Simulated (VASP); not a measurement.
# Si3N4 (Si3N4 (P6_3/m)) in VASP: single point with PBE

Aim: the single point of Si3N4 (Si3N4 (P6_3/m)) with PBE.

All numbers are computed with VASP 6.6.1; they aren't measurements. Logs are shortened: lines on timing, memory, paths and dates and some standing lists are left out, and cuts for length are marked.

### Step 1. The cell of the first run

The typed cell holds 14 atoms: a = 7.663 Å, b = 7.663 Å, c = 2.926 Å, α = 90.00°, β = 90.00°, γ = 120.00°.

### Step 2. Single point, PBE

File INCAR:

```
PREC     = Accurate       # precision mode
ENCUT    = 600            # plane-wave cutoff, eV
EDIFF    = 1E-6           # SCF threshold, eV
ISMEAR   = -1             # smearing method
SIGMA    = 0.01           # smearing width, eV
LREAL    = F              # projectors in reciprocal space
LASPH    = T              # aspherical terms in the spheres
NELM     = 120            # most SCF steps
ALGO     = Normal         # electronic algorithm
ISIF     = 2              # what is computed and relaxed
LWAVE    = F              # write WAVECAR
LCHARG   = T              # write CHGCAR
GGA      = PE             # functional
LELF     = T              # ELF
LVHAR    = T            
NBANDS   = 45             # bands
GGA_COMPAT= F
```

File KPOINTS:

```
Automatic mesh
0
Gamma
  1 1 3
  0.25 0.25 0.25
```

File POSCAR:

```
Si3N4
1.0
    7.6633883300      0.0000000000      0.0000000000
   -3.8316941700      6.6366889800      0.0000000000
    0.0000000000      0.0000000000      2.9261389967
Si N
6 8
Direct
    0.2321354503      0.8259289784      0.7499743872
    0.4058303528      0.2316039151      0.2501271998
    0.8252955636      0.5932014271      0.2500241605
    0.1747044364      0.4067985729      0.7499758395
    0.5941696472      0.7683960849      0.7498728002
    0.7678645497      0.1740710216      0.2500256128
    0.3339504325      0.6672691738      0.7499582364
    0.6660495675      0.3327308262      0.2500417636
    0.9694168208      0.6690331127      0.7499865888
    0.2992724806      0.9701454932      0.2500865695
    0.6703772604      0.7002031940      0.2499723094
    0.3296227396      0.2997968060      0.7500276906
    0.0305831792      0.3309668873      0.2500134112
    0.7007275194      0.0298545068      0.7499134305
```

Potentials or basis: VASP PAW PBE potentials, release 64 (Si, N).

The run is started by

```sh
$ cat potpaw_PBE.64/Si/POTCAR potpaw_PBE.64/N/POTCAR > POTCAR
$ mpirun -np 1 vasp_std > vasp.out
```

OUTCAR:

```text
PREC = Accurate
   ENCUT = 600
   EDIFF = 1E-6
   ISMEAR = -1
   LREAL = F
   LASPH = T
   NELM = 120
   ISIF = 2
   GGA = PE

 ion  position               nearest neighbor table
   1  0.232  0.826  0.750-   7 1.74  10 1.75  10 1.75   9 1.75   4 3.02   5 3.02   2 3.07   2 3.07
                             3 3.08   3 3.08
   2  0.406  0.232  0.250-   8 1.74  10 1.75  12 1.75  12 1.75   3 3.02   6 3.02   1 3.07   1 3.07
                             4 3.08   4 3.08
   3  0.825  0.593  0.250-   8 1.74  11 1.75   9 1.75   9 1.75   6 3.02   2 3.02   5 3.08   5 3.08
                             1 3.08   1 3.08
   4  0.175  0.407  0.750-   7 1.74  12 1.75  13 1.75  13 1.75   1 3.02   5 3.02   2 3.08   2 3.08
                             6 3.08   6 3.08
   5  0.594  0.768  0.750-   7 1.74  14 1.75  11 1.75  11 1.75   4 3.02   1 3.02   6 3.07   6 3.07
                             3 3.08   3 3.08
   6  0.768  0.174  0.250-   8 1.74  14 1.75  14 1.75  13 1.75   3 3.02   2 3.02   5 3.07   5 3.07
                             4 3.08   4 3.08
   7  0.334  0.667  0.750-   5 1.74   1 1.74   4 1.74
   8  0.666  0.333  0.250-   2 1.74   6 1.74   3 1.74
   9  0.969  0.669  0.750-   3 1.75   3 1.75   1 1.75
  10  0.299  0.970  0.250-   2 1.75   1 1.75   1 1.75
  11  0.670  0.700  0.250-   3 1.75   5 1.75   5 1.75
  12  0.330  0.300  0.750-   4 1.75   2 1.75   2 1.75
  13  0.031  0.331  0.250-   4 1.75   4 1.75   6 1.75
  14  0.701  0.030  0.750-   5 1.75   6 1.75   6 1.75

  LATTYP: Found a hexagonal cell.
 ALAT       =     7.6633883300
 C/A-ratio  =     0.3818335794

  Lattice vectors:

 A1 = (   7.6633883300,   0.0000000000,   0.0000000000)
 A2 = (  -3.8316941700,   6.6366889800,   0.0000000000)
 A3 = (   0.0000000000,   0.0000000000,   2.9261389967)

Analysis of symmetry for initial positions (statically):
=====================================================================
 Subroutine PRICEL returns:
 Original cell was already a primitive cell.

 Routine SETGRP: Setting up the symmetry group for a
 hexagonal supercell.

 Subroutine GETGRP returns: Found  2 space group operations
 (whereof  2 operations were pure point group operations)
 out of a pool of 24 trial point group operations.

The static configuration has the point symmetry S_2 .

Analysis of symmetry for dynamics (positions and initial velocities):
=====================================================================
 Subroutine PRICEL returns:
 Original cell was already a primitive cell.

 Routine SETGRP: Setting up the symmetry group for a
 hexagonal supercell.

 Subroutine GETGRP returns: Found  2 space group operations
 (whereof  2 operations were pure point group operations)
 out of a pool of 24 trial point group operations.

The dynamic configuration has the point symmetry S_2 .

 Subroutine INISYM returns: Found  2 space group operations
 (whereof  2 operations are pure point group operations),
 and found     1 'primitive' translations

----------------------------------------------------------------------------------------

                                     Primitive cell

  volume of cell :     148.8220

  direct lattice vectors                    reciprocal lattice vectors
     7.663388330  0.000000000  0.000000000     0.130490582  0.075338772  0.000000000
    -3.831694170  6.636688980  0.000000000     0.000000000  0.150677545  0.000000000
     0.000000000  0.000000000  2.926138997     0.000000000  0.000000000  0.341747265

  length of vectors
     7.663388330  7.663388339  2.926138997     0.150677545  0.150677545  0.341747265

  position of ions in fractional coordinates (direct lattice)
     0.232135450  0.825928978  0.749974387
     0.405830353  0.231603915  0.250127200
     0.825295564  0.593201427  0.250024160
     0.174704436  0.406798573  0.749975840
     0.594169647  0.768396085  0.749872800
     0.767864550  0.174071022  0.250025613
     0.333950433  0.667269174  0.749958236
     0.666049567  0.332730826  0.250041764
     0.969416821  0.669033113  0.749986589
     0.299272481  0.970145493  0.250086569
     0.670377260  0.700203194  0.249972309
     0.329622740  0.299796806  0.750027691
     0.030583179  0.330966887  0.250013411
     0.700727519  0.029854507  0.749913431

  ion indices of the primitive-cell ions
   primitive index   ion index
                 1           1
                 2           2
                 3           3
                 4           4
                 5           5
                 6           6
                 7           7
                 8           8
                 9           9
                10          10
                11          11
                12          12
                13          13
                14          14

----------------------------------------------------------------------------------------

 KPOINTS: Automatic mesh

Automatic generation of k-mesh.
 Grid dimensions read from file:
 generate k-points for:    1    1    3

 Generating k-lattice:

  Cartesian coordinates                     Fractional coordinates (reciprocal lattice)
     0.130490582  0.075338772  0.000000000     1.000000000  0.000000000  0.000000000
     0.000000000  0.150677545  0.000000000     0.000000000  1.000000000  0.000000000
     0.000000000  0.000000000  0.113915755     0.000000000  0.000000000  0.333333333

  Length of vectors
     0.150677545  0.150677545  0.113915755

  Shift w.r.t. Gamma in fractional coordinates (k-lattice)
     0.250000000  0.250000000  0.250000000

 Subroutine IBZKPT returns following result:
 ===========================================

 Found     18 irreducible k-points:

 Following reciprocal coordinates:
            Coordinates               Weight
  0.250000  0.250000  0.083333      2.000000
 -0.250000  0.500000  0.083333      2.000000
  0.500000  0.250000  0.083333      2.000000
 -0.250000 -0.250000  0.083333      2.000000
  0.250000  0.500000  0.083333      2.000000
  0.500000 -0.250000  0.083333      2.000000
[... 10 lines left out ...]
  0.250000  0.500000 -0.250000      2.000000
  0.500000 -0.250000 -0.250000      2.000000
   k-points           NKPTS =     18   k-points in BZ     NKDIM =     18   number of bands    NBANDS=     45
   number of dos      NEDOS =    301   number of ions     NIONS =     14
   total plane-waves  NPLWV =  98304
   dimension x,y,z NGX =    64 NGY =   64 NGZ =   24
   dimension x,y,z NGXF=   128 NGYF=  128 NGZF=   48
   ions per type =               6   8
   NGX,Y,Z   is equivalent  to a cutoff of  13.88, 13.88, 13.64 a.u.
   NGXF,Y,Z  is equivalent  to a cutoff of  27.77, 27.77, 27.27 a.u.
 SYSTEM =  unknown system
   PREC   = accura    normal or accurate (medium, high low for compatibility)
   ISTART =      0    job   : 0-new  1-cont  2-samecut
   ICHARG =      2    charge: 1-file 2-atom 10-const
   ISPIN  =      1    spin polarized calculation?
   LNONCOLLINEAR =      F non collinear calculations
   LSORBIT =      F    spin-orbit coupling
   LASPH  =      T    aspherical Exc in radial PAW
   ENCUT  =  600.0 eV  44.10 Ry    6.64 a.u.  15.31 15.31  5.84*2*pi/ulx,y,z
   NELM   =    120;   NELMIN=  2; NELMDL= -5     # of ELM steps
   EDIFF  = 0.1E-05   stopping-criterion for ELM
   LREAL  =      F    real-space projection
   EDIFFG = 0.1E-04   stopping-criterion for IOM
   NSW    =      0    number of steps for IOM
   IBRION =     -1    ionic relax: 0-MD 1-quasi-New 2-CG
   NFREE  =      0    steps in history (QN), initial steepest desc. (CG)
   ISIF   =      2    stress and relaxation
   ISYM   =      2    0-nonsym 1-usesym 2-fastsym
   POTIM  = 0.5000    time-step for ionic-motion
   TEBEG  =    0.0;   TEEND  =   0.0 temperature during run
   PSTRESS=    0.0 pullay stress
   NELECT =      64.0000    total number of electrons
   NUPDOWN=      -1.0000    fix difference up-down
   EMIN   =  10.00;   EMAX   =-10.00  energy-range for DOS
   EFERMI =   0.00;   METHOD = LEGACY
   ISMEAR =    -1;   SIGMA  =   0.01  broadening in eV -4-tet -1-fermi 0-gaus
   EFERMI_NEDOS =   21; number of points for ismear=-14 and -15
   IALGO  =     38    algorithm
   IMIX   =      4    mixing-type and parameters
     AMIX     =   0.40;   BMIX     =  1.00
     AMIX_MAG =   1.60;   BMIX_MAG =  1.00
  volume/ion in A,a.u.               =      10.63        71.74
  Fermi-wavevector in a.u.,A,eV,Ry     =   1.235698  2.335131 20.775416  1.526950
  Thomas-Fermi vector in A             =   2.370337
   LORBIT       =      0    0 simple, 1 ext, 2 COOP (PROOUT), +10 PAW based schemes
   GGA     = PE    functional components
   LHFCALC =     F    Hartree Fock is set to
   AEXX    =    0.0000 exact exchange contribution
   IVDW    =     0    specifies the selected vdW correction
   LEPSILON=     F    determine dielectric tensor
   LRPA    =     F    only Hartree local field effects (RPA)
 non-spin polarized calculation
  energy-cutoff  :      600.00
  volume of cell :      148.82
 maximum number of plane-waves:      4972
 NGX is ok and might be reduce to    64
   NGX = 31   NGY = 31   NGZ = 11

 number of electron      63.9999996 magnetization

 Free energy of the ion-electron system (eV)
  ---------------------------------------------------
  ext. energy  EPLUGINS =         0.00000000
  ---------------------------------------------------
  free energy    TOTEN  =      -114.62590958 eV

  energy without entropy =     -114.62590958  energy(sigma->0) =     -114.62590958

 E-fermi :   6.4482     XC(G=0): -10.7119

 val. band max:        6.1429629694   @ k =  -0.2500  -0.2500   0.0833
 cond. band min:      11.3033994153   @ k =   0.5000   0.2500   0.4167
 fundamental gap:      5.1604364459
 Fermi energy:         6.4482265022

 k-point     1 :       0.2500    0.2500    0.0833
  band No.  band energies     occupation
      1     -11.0667      2.00000
      2     -10.6105      2.00000
      3     -10.5172      2.00000
      4      -9.4850      2.00000
      5      -9.0861      2.00000
      6      -8.3730      2.00000
[... 36 lines left out ...]
     43      14.7525      0.00000
     44      14.9659      0.00000

 k-point     2 :      -0.2500    0.5000    0.0833
  band No.  band energies     occupation
      1     -11.0645      2.00000
      2     -10.6177      2.00000
      3     -10.5129      2.00000
      4      -9.4941      2.00000
      5      -9.0688      2.00000
      6      -8.3790      2.00000
[... 36 lines left out ...]
     43      14.7349      0.00000
     44      14.9792      0.00000

 k-point     3 :       0.5000    0.2500    0.0833
  band No.  band energies     occupation
      1     -11.0696      2.00000
      2     -10.5994      2.00000
      3     -10.5247      2.00000
      4      -9.4739      2.00000
      5      -9.1047      2.00000
      6      -8.3684      2.00000
[... 694 lines left out ...]
     43      14.6058      0.00000
     44      14.8255      0.00000

 k-point    18 :       0.5000   -0.2500   -0.2500
  band No.  band energies     occupation
      1     -10.4648      2.00000
      2     -10.0297      2.00000
      3      -9.9251      2.00000
      4      -9.0130      2.00000
      5      -8.6905      2.00000
      6      -8.0804      2.00000
[... 36 lines left out ...]
     43      14.5958      0.00000
     44      14.8555      0.00000
 [bands above 44 left out]

------------------------ aborting loop because EDIFF is reached ----------------------------------------

  FORCE on cell =-STRESS in cart. coord.  units (eV):
  Direction    XX          YY          ZZ          XY          YZ          ZX
  --------------------------------------------------------------------------------------
  -------------------------------------------------------------------------------------
  Total       -0.2267943      0.1991308     -0.9066647     -0.1608496     -0.0072048     -0.0062561
  in kB       -2.4416054      2.1437873     -9.7609038     -1.7316630     -0.0775648     -0.0673514
  external PRESSURE =      -3.3529073 kB  Pullay stress =       0.0000000 kB

 VOLUME and BASIS-vectors are now :
 -----------------------------------------------------------------------------
  energy-cutoff  :      600.00
  volume of cell :      148.82
      direct lattice vectors                 reciprocal lattice vectors
     7.663388330  0.000000000  0.000000000     0.130490582  0.075338772  0.000000000
    -3.831694170  6.636688980  0.000000000     0.000000000  0.150677545  0.000000000
     0.000000000  0.000000000  2.926138997     0.000000000  0.000000000  0.341747265

 POSITION                                       TOTAL-FORCE (eV/Angst)
 -----------------------------------------------------------------------------------
     -1.38576      5.48143      2.19453        -0.086970     -0.103601      0.006868
      2.22260      1.53708      0.73191        -0.040101      0.093409     -0.006961
      4.05159      3.93689      0.73161         0.035372     -0.005311     -0.002846
     -0.21990      2.69980      2.19453        -0.035372      0.005311      0.002846
      1.60909      5.09961      2.19423         0.040101     -0.093409      0.006961
      5.21746      1.15526      0.73161         0.086970      0.103601     -0.006868
      0.00242      4.42846      2.19448        -0.029392      0.000270      0.000125
      3.82927      2.20823      0.73166         0.029392     -0.000270     -0.000125
      4.86549      4.44016      2.19457         0.083670      0.092263      0.002884
     -1.42386      6.43855      0.73179         0.025233     -0.088177     -0.007582
      2.45440      4.64703      0.73145        -0.034317      0.013280     -0.005796
      1.37730      1.98966      2.19469         0.034317     -0.013280      0.005796
     -1.03379      2.19652      0.73157        -0.083670     -0.092263     -0.002884
      5.25555      0.19814      2.19435        -0.025233      0.088177      0.007582
 -----------------------------------------------------------------------------------
    total drift:                               -0.000000      0.000000     -0.000000

  FREE ENERGIE OF THE ION-ELECTRON SYSTEM (eV)
  ---------------------------------------------------
  free  energy   TOTEN  =      -114.6259095785 eV

  energy  without entropy=     -114.6259095785  energy(sigma->0) =     -114.62590958
```

Wall time 5 min (1 thread of Intel Xeon 8259CL, shared host); peak memory 0.34 GiB.

What came out:

```yaml
Free_energy: -114.6259 eV
Pressure: -0.3 GPa
Largest_force: 0.135 eV/Å
Band_gap_on_the_k_mesh: 5.16 eV, indirect (least direct gap 5.35 eV)
```

Forces in eV/Å, atoms in the order of the input:
```
Si  -0.087 -0.104  0.007
Si  -0.040  0.093 -0.007
Si   0.035 -0.005 -0.003
Si  -0.035  0.005  0.003
Si   0.040 -0.093  0.007
Si   0.087  0.104 -0.007
N   -0.029  0.000  0.000
N    0.029  0.000  0.000
N    0.084  0.092  0.003
N    0.025 -0.088 -0.008
N   -0.034  0.013 -0.006
N    0.034 -0.013  0.006
N   -0.084 -0.092 -0.003
N   -0.025  0.088  0.008
```

Levels at points of the mesh, in eV from the valence-band top:
```csv
k point,band 28,band 29,band 30,band 31,band 32,band 33,band 34,band 35,band 36,band 37
"(0.25, 0.25, 0.08)",-1.07,-0.93,-0.52,-0.13,0.00,5.35,5.51,5.54,5.98,6.21
```

Caveat: the k points lie up to 0.95 Å⁻¹ apart.
